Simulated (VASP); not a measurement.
Input of a VASP 6.6.1 run:

The input INCAR:

```
SYSTEM = MgO
  PREC = Accurate
  ENCUT = 520
  EDIFF = 1E-6
  ISMEAR = 0
  SIGMA = 0.05
  LREAL = .False.
  LASPH = .True.
  NELM = 80
  ALGO = Normal
  ISIF = 2
  LWAVE = .False.
  LCHARG = .False.
  GGA = PS
  NBANDS = 16
```

The input KPOINTS:

```
regular mesh
0
Gamma
  9 9 6
  0 0 0
```

File POSCAR:

```
MgO
1.0
    3.5347000000      0.0000000000      0.0000000000
   -1.7673500000      3.0611399948      0.0000000000
    0.0000000000      0.0000000000      4.8186000000
Mg O
2 2
Direct
    0.3333333333      0.6666666667      0.0036583380
    0.6666666667      0.3333333333      0.5036583380
    0.3333333333      0.6666666667      0.4009416620
    0.6666666667      0.3333333333      0.9009416620
```

Potentials or basis: VASP PAW PBE potentials, release 64 (Mg, O).

Run with:

```console
$ cat potpaw_PBE.64/Mg/POTCAR potpaw_PBE.64/O/POTCAR > POTCAR
$ mpirun -np 1 vasp_std > vasp.out
```

Q: Estimate the pressure.

A: -9.0 GPa.

Q: Predict the band gap on the k mesh.

A: 2.76 eV, direct.

Q: Estimate the largest force.

A: 0.977 eV/Å.

Stress tensor (GPa, compression positive):
```
-14.78   0.00   0.00
  0.00 -14.78   0.00
  0.00   0.00   2.56
```

Caveat: the PAW data sets were made with another functional, which shifts forces and pressure a little. A k mesh can miss the band edges.
